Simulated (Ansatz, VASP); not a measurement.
**Two plane-wave programs on CuO**

INCAR

```
PREC = Accurate ; ENCUT = 700
EDIFF = 1E-6 ; ISMEAR = -1
SIGMA = 0.05 ; LREAL = False
LASPH = True ; NELM = 120
ALGO = Normal ; ISIF = 2
LWAVE = False ; LCHARG = False
GGA = PS ; NBANDS = 33
GGA_COMPAT = False
```

The input KPOINTS:

```
regular mesh
0
Gamma
  7 7 5
```

POSCAR

```
CuO
1.0
    2.0706067200     -2.2396920000      0.0000000000
    2.0706067200      2.2396920000      0.0000000000
    0.0000000000      0.0000000000      5.1559280000
Cu O
2 2
Direct
    0.5000000000      0.0000000000      0.0000000000
    0.0000000000      0.5000000000      0.5000000000
    0.5000000000      0.5000000000      0.2500000000
    0.5000000000      0.5000000000      0.7500000000
```

input.yaml

```yaml
crystal:
  lattice:
    - [2.07060672, -2.239692, 0.0]
    - [2.07060672, 2.239692, 0.0]
    - [0.0, 0.0, 5.155928]
  atoms:
    - { symbol: Cu, position: [0.5, 0.0, 0.0] }
    - { symbol: Cu, position: [0.0, 0.5, 0.5] }
    - { symbol: O, position: [0.5, 0.5, 0.25] }
    - { symbol: O, position: [0.5, 0.5, 0.75] }
hamiltonian:
  xc: pbesol
  pseudopotentials: { kind: paw }
kpoints:
  mp_grid: { grid: [7, 7, 5] }
  band_path:
    path:
      - [[0.0, 0.0, 0.0], [0.463677429, 0.463677429, 0.0], [0.0, 0.5, 0.0], [0.0, 0.5, 0.5], [0.463677429, 0.463677429, 0.5], [0.0, 0.0, 0.5], [0.0, 0.0, 0.0], [-0.5, 0.5, 0.0], [-0.463677429, 0.536322571, 0.0], [-0.463677429, 0.536322571, 0.5], [-0.5, 0.5, 0.5], [-0.5, 0.5, 0.0]]
      - [[0.0, 0.0, 0.5], [-0.5, 0.5, 0.5]]
    npoints: 14
scf:
  occupations: { method: fermi_dirac, width: 0.05 }
  n_extra_bands: 10
output:
  forces: true
  stress: true
  eigenvalues: true
  fatbands: false
```

Alike in both runs: functional PBEsol; k mesh 7 × 7 × 5; occupations fermi-dirac, width 0.05 eV; no spin polarisation.

```csv
,VASP,Ansatz
version,VASP 6.6.1,Ansatz 0.2.0
potentials or method,"VASP PAW PBE potentials, release 64 (Cu_sv_GW, O)",Ansatz PAW
plane-wave cutoff (eV),700,420
valence electrons in the cell,50,50
task,single point,band structure
```

```tsv
	VASP	Ansatz	Ansatz less VASP
gap on the k mesh at the Fermi level (eV)	none	none	-
pressure (GPa)	-16.8	-14.3	+2.51
traceless stress, the component that is largest in VASP (GPa)	1.45	1.47	+0.021
```

VASP's potentials were made for PBE, not for PBEsol. A gap of «none» marks a metal or a gap that the smearing closes.
